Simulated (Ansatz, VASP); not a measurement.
**Two plane-wave programs on Cs**

```
Cs
1.0
     0.00000   -5.10769    0.00000
     5.10769    0.00000    0.00000
    -2.55385    2.55385    9.59607
Cs
2
Direct
  0.25000 0.75000 0.50000
  0.50000 0.50000 0.00000
```

Alike in both runs: task single point; functional LDA; k mesh 8 × 8 × 8; occupations gaussian, width 0.05 eV; no spin polarisation.

|  | VASP | Ansatz |
| --- | --- | --- |
| version | VASP 6.6.1 | Ansatz 0.2.0 |
| potentials or method | VASP PAW LDA potentials, release 64 (Cs_sv), cutoff 520 eV | scalar-relativistic, plane waves, PAW |
| valence electrons in the cell | 18 | 18 |

```tsv
	VASP	Ansatz	Ansatz less VASP
gap on the k mesh at the Fermi level (eV)	none	none	-
pressure (GPa)	-0.3	-0.3	+0.01
traceless stress, the component that is largest in VASP (GPa)	-0.08	-0.08	0.000
```

LDA's correlation is that of Perdew and Zunger in VASP and of Perdew and Wang (1992) in Ansatz. A gap of «none» marks a metal or a gap that the smearing closes.

Spin-orbit coupling is off throughout.
